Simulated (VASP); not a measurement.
## KBr: single point with PBE

KBr:

```xyz
2
Lattice="0.0000 3.2841 3.2841 3.2841 0.0000 3.2841 3.2841 3.2841 0.0000" Properties=species:S:1:pos:R:3 pbc="T T T"
K     3.2841    3.2841    3.2841
Br    0.0000    0.0000    0.0000
```

```yaml
Program: VASP 6.6.1
Task: single point
Functional: PBE
Potentials_or_basis: VASP PAW PBE potentials, release 64 (K_sv, Br)
Cutoff: 520 eV
k_mesh: 6 × 6 × 6
Occupations: gaussian, width 0.02 eV
Spin: no spin polarisation
```

The pressure is 1.0 GPa. The band gap on the k mesh is 4.47 eV.

Levels at points of the mesh, in eV from the valence-band top:
```
           k point  band 5  band 6  band 7  band 8  band 9  band 10  band 11  band 12
(0.00, 0.00, 0.00)  -11.23    0.00    0.00    0.00    4.47     7.61     7.61     7.61
(0.50, 0.00, 0.00)  -10.97   -1.21   -0.34   -0.34    6.62     8.29     9.80     9.80
(0.50, 0.50, 0.00)  -11.27   -0.83   -0.29   -0.29    5.85     7.25     9.39     9.59
```

Run time: 46 s on 1 thread of Intel Xeon 8259CL, with other jobs on the host, peak memory 0.2 GiB.
